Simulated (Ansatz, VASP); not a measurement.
## Te: VASP beside Ansatz

The input INCAR:

```
SYSTEM = Te
PREC     = Accurate       ! precision mode
ENCUT    = 520            ! plane-wave cutoff, eV
EDIFF    = 1E-6           ! SCF threshold, eV
ISMEAR   = -1             ! smearing method
SIGMA    = 0.08           ! smearing width, eV
LREAL    = .FALSE.        ! projectors in reciprocal space
LASPH    = .TRUE.         ! aspherical terms in the spheres
NELM     = 80             ! most SCF steps
ALGO     = Normal         ! electronic algorithm
ISIF     = 2              ! what is computed and relaxed
LWAVE    = .FALSE.        ! write WAVECAR
LCHARG   = .FALSE.        ! write CHGCAR
GGA      = PE             ! functional
NBANDS   = 9              ! bands
```

KPOINTS

```
regular mesh
0
G
  12 12 12
  0 0 0
```

The input POSCAR:

```
Te
1.0
    3.1146726542      0.0000000000      0.0000000000
    0.0000000000      3.1146726542      0.0000000000
    0.0000000000      0.0000000000      3.1146726542
Te
1
Direct
    0.0000000000      0.0000000000      0.0000000000
```

Input for Ansatz:

```yaml
crystal:
  lattice:
    - [3.1146726542, 0.0, 0.0]
    - [0.0, 3.1146726542, 0.0]
    - [0.0, 0.0, 3.1146726542]
  atoms:
    - { symbol: Te, position: [0.0, 0.0, 0.0] }
kpoints:
  mp_grid: { grid: [12, 12, 12] }
scf:
  occupations: { method: fermi_dirac, width: 0.08 }
hamiltonian:
  xc: pbe
  pseudopotentials: { kind: all_electron, lapw: { basis_error: 0.001 } }
output:
  forces: true
  stress: true
  eigenvalues: true
  populations: true
```

Change from the starting cell: volume scaled by 0.92, LAPW.

Alike in both runs: task single point; functional PBE; k mesh 12 × 12 × 12; occupations fermi-dirac, width 0.08 eV; no spin polarisation.

|  | VASP | Ansatz |
| --- | --- | --- |
| version | VASP 6.6.1 | Ansatz 0.2.0 |
| potentials or method | VASP PAW PBE potentials, release 64 (Te), cutoff 520 eV | all-electron LAPW, scalar-relativistic |

|  | VASP | Ansatz | Ansatz less VASP |
| --- | --- | --- | --- |
| pressure (GPa) | 5.1 | 5.2 | +0.04 |

Ansatz ran all-electron here, and VASP with PAW potentials.

Neither program's run includes spin-orbit coupling.
